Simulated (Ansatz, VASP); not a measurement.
## One calculation of Co, two programs

Contents of INCAR:

```
PREC = Accurate ; ENCUT = 690
EDIFF = 1E-6 ; ISMEAR = -1
SIGMA = 0.05 ; LREAL = F
LASPH = T ; NELM = 200
ALGO = Normal ; ISIF = 2
LWAVE = F ; LCHARG = T
ISPIN = 2 ; MAGMOM = 1.754
LORBIT = 11 ; LMAXMIX = 4
GGA = PS ; LELF = T
LVHAR = T ; NBANDS = 18
GGA_COMPAT = F
```

The input KPOINTS:

```
Automatic mesh
0
Gamma
  15 15 15
```

The input POSCAR:

```
Co
1.0
    2.2645618935      0.0000000000      0.0000000000
    0.0000000000      2.2645618935      0.0000000000
    0.0000000000      0.0000000000      2.2645618935
Co
1
Direct
    0.0000000000      0.0000000000      0.0000000000
```

Input for Ansatz:

```yaml
crystal:
  lattice:
    - [2.2645618935, 0.0, 0.0]
    - [0.0, 2.2645618935, 0.0]
    - [0.0, 0.0, 2.2645618935]
  atoms:
    - { symbol: Co, position: [0.0, 0.0, 0.0], spin: 1.754 }
hamiltonian:
  xc: pbesol
  pseudopotentials:
    kind: paw
    azcp:
      Co: "pseudopotentials/Co.paw.azcp"
basis:
  ecutwfc: 420
  fft_grid_basis: typed
kpoints:
  mp_grid: { grid: [15, 15, 15], shift: [0, 0, 0] }
magnetization:
  spin_polarized: true
scf:
  occupations: { method: fermi_dirac, width: 0.05 }
  lower_state_search: "off"
output:
  stress: true
```

Alike in both runs: task single point; functional PBEsol; k mesh 15 × 15 × 15; occupations fermi-dirac, width 0.05 eV; collinear spin.

|  | VASP | Ansatz |
| --- | --- | --- |
| version | VASP 6.6.1 | Ansatz 0.2.0 |
| potentials or method | VASP PAW PBE potentials, release 64 (Co_sv), cutoff 690 eV | plane waves (420 eV) with PAW, scalar-relativistic |
| valence electrons in the cell | 17 | 17 |

```tsv
	VASP	Ansatz	Ansatz less VASP
pressure (GPa)	5.7	6.8	+1.11
net moment per atom (μB)	1.68	1.68	+0.001
size of the moment on the site where the two differ most (μB)	1.67	1.68	+0.008
```

VASP's potentials were made for PBE, not for PBEsol, and Ansatz warns of the same on its side. Site moments also hang on the region over which each program counts them.
